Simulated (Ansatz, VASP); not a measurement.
## Cd2SeO in VASP and in Ansatz

```
CELL_PARAMETERS angstrom
3.76759 0.00000 0.00000
0.00000 3.76759 0.00000
0.00000 0.00000 5.16169
ATOMIC_POSITIONS crystal
O 0.00000 0.00000 0.00000
Cd 0.00000 0.00000 0.50000
Cd 0.50000 0.50000 0.00000
Se 0.50000 0.50000 0.50000
```

Alike in both runs: task single point; functional PBE; k mesh 8 × 8 × 6; occupations fermi-dirac, width 0.02 eV; non-collinear spin, spin-orbit coupling.

|  | VASP | Ansatz |
| --- | --- | --- |
| version | VASP 6.6.1 | Ansatz 0.2.0 |
| potentials or method | VASP PAW PBE potentials, release 64 (O, Cd, Se) | plane waves, PAW |
| plane-wave cutoff (eV) | 520 | 420 |
| valence electrons in the cell | 36 | 62 |

|  | VASP | Ansatz | Ansatz less VASP |
| --- | --- | --- | --- |
| pressure (GPa) | 3.5 | 2.8 | -0.69 |
| net moment per atom (μB) | 0.00 | 0.00 | 0.000 |

The functional is the same, so the differences come from potentials, cutoffs and numerics. VASP's potentials hold 36 valence electrons a cell and Ansatz's 62, so a difference there can come from the potentials and not from the codes.
